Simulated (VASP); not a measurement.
A run of VASP 6.6.1 is set up as follows.

POSCAR

```
As
1.0
    1.8797494575      1.0852738553      3.4857700000
   -1.8797494575      1.0852738553      3.4857700000
    0.0000000000     -2.1705477106      3.4857700000
As
2
Direct
    0.2275400000      0.2275400000      0.2275400000
    0.7724600000      0.7724600000      0.7724600000
```

INCAR.step1

```
SYSTEM = As
ALGO = Normal ; EDIFF = 1E-5
ENCUT = 550 ; GGA = PE
GGA_COMPAT = .FALSE. ; ISMEAR = -1
LASPH = .TRUE. ; LCHARG = .FALSE.
LREAL = .FALSE. ; LWAVE = .TRUE.
NBANDS = 12 ; NELM = 120
PREC = Accurate ; SIGMA = 0.05
```

The input INCAR.step2:

```
SYSTEM = As
ALGO = Normal ; EDIFF = 1E-6
ENCUT = 550 ; GGA_COMPAT = .FALSE.
ISIF = 2 ; ISMEAR = -1
ISTART = 1 ; LASPH = .TRUE.
LCHARG = .FALSE. ; LMIXTAU = .TRUE.
LREAL = .FALSE. ; LWAVE = .FALSE.
METAGGA = R2SCAN ; NBANDS = 12
NELM = 120 ; PREC = Accurate
SIGMA = 0.05
```

File KPOINTS:

```
k-points
0
G
  13 13 13
  0 0 0
```

Potentials or basis: VASP PAW PBE potentials, release 64 (As).

Run with:

```console
$ cat potpaw_PBE.64/As/POTCAR > POTCAR
$ cp INCAR.step1 INCAR
$ mpirun -np 1 vasp_std > vasp.out
$ cp INCAR.step2 INCAR
$ mpirun -np 1 vasp_std > vasp.out
```

(1) Estimate the largest force.

(2) Predict the pressure.

(3) Estimate the band gap on the k mesh.

Answers

(1) 0.015 eV/Å.

(2) 1.8 GPa.

(3) zero (band 5 reaches 5.79 eV, above the bottom of band 6 at 5.42 eV).

Caveat: the PAW data sets were made with another functional, which shifts forces and pressure a little.
